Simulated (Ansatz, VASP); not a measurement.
# SbMo: VASP beside Ansatz

The input INCAR:

```
SYSTEM = SbMo
PREC     = Accurate       ! precision mode
ENCUT    = 520            ! plane-wave cutoff, eV
EDIFF    = 1E-6           ! SCF threshold, eV
ISMEAR   = -1             ! smearing method
SIGMA    = 0.03           ! smearing width, eV
LREAL    = .False.        ! projectors in reciprocal space
LASPH    = .True.         ! aspherical terms in the spheres
NELM     = 150            ! most SCF steps
ALGO     = Normal         ! electronic algorithm
ISIF     = 2              ! what is computed and relaxed
LWAVE    = .False.        ! write WAVECAR
LCHARG   = .False.        ! write CHGCAR
MAGMOM   = 0 0 0 0 0 0    ! initial moments
LORBIT   = 11             ! projections on sites
LSORBIT  = .True.         ! spin-orbit coupling
GGA_COMPAT= .False.      
LORBMOM  = .True.       
LMAXMIX  = 4              ! l up to which the mixer works
GGA      = PE             ! functional
NBANDS   = 31             ! bands
```

KPOINTS

```
regular mesh
0
Gamma
  10 10 10
  0 0 0
```

File POSCAR:

```
SbMo
1.0
    0.0000000000      2.7602407532      2.7602407532
    2.7602407532      0.0000000000      2.7602407532
    2.7602407532      2.7602407532      0.0000000000
Mo Sb
1 1
Direct
    0.0000000000      0.0000000000      0.0000000000
    0.5000000000      0.5000000000      0.5000000000
```

Input for Ansatz:

```yaml
crystal:
  lattice:
    - [0.0, 2.7602407532, 2.7602407532]
    - [2.7602407532, 0.0, 2.7602407532]
    - [2.7602407532, 2.7602407532, 0.0]
  atoms:
    - { symbol: Mo, position: [0.0, 0.0, 0.0] }
    - { symbol: Sb, position: [0.5, 0.5, 0.5] }
kpoints:
  mp_grid: { grid: [10, 10, 10] }
  band_path:
    path:
      - [0.0, 0.0, 0.0]
      - [0.5, 0.0, 0.5]
      - [0.625, 0.25, 0.625]
      - [0.375, 0.375, 0.75]
      - [0.0, 0.0, 0.0]
      - [0.5, 0.5, 0.5]
      - [0.5, 0.25, 0.75]
      - [0.5, 0.0, 0.5]
    npoints: 5
scf:
  occupations: { method: fermi_dirac, width: 0.03 }
hamiltonian:
  xc: pbe
  pseudopotentials: { kind: all_electron, lapw: { basis_error: 0.001 } }
output:
  forces: true
  stress: true
  eigenvalues: true
magnetization:
  noncollinear: true
  spin_orbit: true
```

Alike in both runs: task single point; functional PBE; k mesh 10 × 10 × 10; occupations fermi-dirac, width 0.03 eV; non-collinear spin, spin-orbit coupling.

|  | VASP | Ansatz |
| --- | --- | --- |
| version | VASP 6.6.1 | Ansatz 0.2.0 |
| potentials or method | VASP PAW PBE potentials, release 64 (Mo_sv, Sb), cutoff 520 eV | all-electron LAPW |

Ansatz gave:

```
pressure (GPa) : 0.1
```

Estimate VASP's values.

pressure (GPa): 0.0.

Ansatz ran all-electron here, and VASP with PAW potentials.
